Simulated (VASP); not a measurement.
Write the native input for VASP 6.6.1 that does the following.

| Quantity | Value |
| --- | --- |
| Task | single point |
| Functional | r2SCAN |
| Potentials or basis | VASP PAW PBE potentials, release 64 (Ga_d, H, La) |
| Cutoff | 520 eV |
| k mesh | 7 × 7 × 7 |
| Occupations | fermi-dirac, width 0.1 eV |
| Spin | no spin polarisation |
| Dipole correction | no |
| Further INCAR settings | ALGO = Normal; EDIFF = 1e-06; NBANDS = 38 |

LaGaH3:

```
Ga H La
1.0
     2.75769    1.59215    4.45537
    -2.75769    1.59215    4.45537
     0.00000   -3.18430    4.45537
Ga H La
2 6 2
Direct
  0.00000 0.00000 0.00000
  0.50000 0.50000 0.50000
  0.80480 0.69520 0.25000
  0.25000 0.80480 0.69520
  0.69520 0.25000 0.80480
  0.19520 0.30480 0.75000
  0.75000 0.19520 0.30480
  0.30480 0.75000 0.19520
  0.25000 0.25000 0.25000
  0.75000 0.75000 0.75000
```

These files were run (other wordings do the same):

POSCAR

```
LaGaH3
1.0
    2.7576880000      1.5921550000      4.4553660000
   -2.7576880000      1.5921550000      4.4553660000
    0.0000000000     -3.1842990000      4.4553660000
Ga H La
2 6 2
Direct
    0.0000000000      0.0000000000      0.0000000000
    0.5000000000      0.5000000000      0.5000000000
    0.8048000000      0.6952000000      0.2500000000
    0.2500000000      0.8048000000      0.6952000000
    0.6952000000      0.2500000000      0.8048000000
    0.1952000000      0.3048000000      0.7500000000
    0.7500000000      0.1952000000      0.3048000000
    0.3048000000      0.7500000000      0.1952000000
    0.2500000000      0.2500000000      0.2500000000
    0.7500000000      0.7500000000      0.7500000000
```

INCAR.step1

```
SYSTEM = LaGaH3
PREC     = Accurate       ! precision mode
ENCUT    = 520            ! plane-wave cutoff, eV
ISMEAR   = -1             ! smearing method
SIGMA    = 0.1            ! smearing width, eV
LREAL    = .False.        ! projectors in reciprocal space
LASPH    = .True.         ! aspherical terms in the spheres
NELM     = 60             ! most SCF steps
NBANDS   = 38             ! bands
GGA      = PE             ! functional
ALGO     = Normal         ! electronic algorithm
EDIFF    = 1E-4           ! SCF threshold, eV
LWAVE    = .True.         ! write WAVECAR
LCHARG   = .False.        ! write CHGCAR
```

INCAR.step2

```
SYSTEM = LaGaH3
PREC     = Accurate       ! precision mode
ENCUT    = 520            ! plane-wave cutoff, eV
EDIFF    = 1E-6           ! SCF threshold, eV
ISMEAR   = -1             ! smearing method
SIGMA    = 0.1            ! smearing width, eV
LREAL    = .False.        ! projectors in reciprocal space
LASPH    = .True.         ! aspherical terms in the spheres
NELM     = 60             ! most SCF steps
ALGO     = Normal         ! electronic algorithm
ISIF     = 2              ! what is computed and relaxed
LWAVE    = .False.        ! write WAVECAR
LCHARG   = .False.        ! write CHGCAR
METAGGA  = R2SCAN         ! meta-GGA
LMIXTAU  = .True.       
NBANDS   = 38             ! bands
ISTART   = 1
```

KPOINTS

```
regular mesh
0
Gamma
  7 7 7
  0 0 0
```

Potentials or basis: VASP PAW PBE potentials, release 64 (Ga_d, H, La).

The run is started by

```sh
$ cat potpaw_PBE.64/Ga_d/POTCAR potpaw_PBE.64/H/POTCAR potpaw_PBE.64/La/POTCAR > POTCAR
$ cp INCAR.step1 INCAR
$ mpirun -np 1 vasp_std > vasp.out
$ cp INCAR.step2 INCAR
$ mpirun -np 1 vasp_std > vasp.out
```

Results of the run:

The pressure is 0.6 GPa and the largest force is 0.086 eV/Å. The band gap on the k mesh is zero (bands 27 and 28 overlap by 1.05 eV).

Caveat: the PAW data sets were made with another functional, which shifts forces and pressure a little; spin-orbit coupling is left out, which moves the levels of the heavy elements.

Wall time 20 min on 1 thread of Intel(R) Xeon(R) Platinum 8259CL CPU @ 2.50GHz (Skylake/Cascade Lake) (shared host), peak memory 0.42 GiB.
